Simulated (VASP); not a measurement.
Wanted: the native input for a VASP 6.6.1 run.

* Task: single point
* Functional: LDA
* Potentials or basis: VASP PAW LDA potentials, release 64 (Mo_sv)
* Cutoff: 520 eV
* k mesh: 18 × 18 × 18
* Occupations: gaussian, width 0.15 eV
* Spin: no spin polarisation
* Dipole correction: no
* Further INCAR settings: ALGO = Normal; EDIFF = 1e-06; NBANDS = 13

The structure of Mo lies in POSCAR:

```
Mo
1.0
    2.6534450853      0.0000000000      0.0000000000
   -1.3267225426      2.2979508514      0.0000000000
    0.0000000000      0.0000000000      2.5168529895
Mo
1
Direct
    0.0000000000      0.0000000000      0.5000000000
```

This isn't the form of Mo at room conditions, which is bcc.

This cell differs from its parent crystal: strain -0.030 along x and y, -0.015 along z.

One way to write it, as run:

INCAR

```
SYSTEM = Mo
PREC = Accurate
ENCUT = 520
EDIFF = 1E-6
ISMEAR = 0
SIGMA = 0.15
LREAL = .FALSE.
LASPH = .TRUE.
NELM = 100
ALGO = Normal
ISIF = 2
LWAVE = .FALSE.
LCHARG = .FALSE.
GGA = CA
NBANDS = 13
```

KPOINTS

```
Automatic mesh
0
G
  18 18 18
  0 0 0
```

Potentials or basis: VASP PAW LDA potentials, release 64 (Mo_sv).

Run with:

```sh
$ cat potpaw_LDA.64/Mo_sv/POTCAR > POTCAR
$ mpirun -np 1 vasp_std > vasp.out
```

It gave:

| Quantity | Value |
| --- | --- |
| Pressure | 11.7 GPa |
| Band gap on the k mesh | zero (bands 7 and 8 overlap by 2.00 eV) |

Caveat: the cell differs from its parent crystal (strain -0.030 along x and y, -0.015 along z); the cell stands under pressure.

It took 20 s on 1 thread of AMD EPYC 9R45 96-Core Processor (Zen 5), on a shared host, peak memory 0.14 GiB.
